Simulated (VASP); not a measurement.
Cu, 2 atoms in the cell. The structure is hexagonal, space group P6_3/mmc (No. 194). The conventional cell has a = 2.482 Å, b = 2.482 Å, c = 4.029 Å, α = 90.00°, β = 90.00°, γ = 120.00°. Within 3.3 Å of Cu (site symmetry -6m2) lie 12 Cu at 2.47 to 2.48 Å. 

| Property | Result |
| --- | --- |
| Program | VASP 6.6.1 |
| Task | single point |
| Functional | LDA |
| Potentials or basis | VASP PAW LDA potentials, release 64 (Cu) |
| Cutoff | 520 eV |
| k mesh | 12 × 12 × 7 |
| Occupations | fermi-dirac, width 0.05 eV |
| Spin | no spin polarisation |
| Dipole correction | no |
| Further INCAR settings | ALGO = Fast; EDIFF = 1e-07; NBANDS = 18 |

Potentials or basis: VASP PAW LDA potentials, release 64 (Cu).

The run is started by

```bash
$ cat potpaw_LDA.64/Cu/POTCAR > POTCAR
$ mpirun -np 1 vasp_std > vasp.out
```

Hardware: 1 thread of Intel(R) Xeon(R) 6975P-C (Granite Rapids) (shared host).

Task: How long does it take, and how much memory?

Result: Wall time 12 s on 1 thread of Intel(R) Xeon(R) 6975P-C (Granite Rapids), with other jobs on the host, peak memory 0.13 GiB. Counts: scf iterations 15, k points 76.
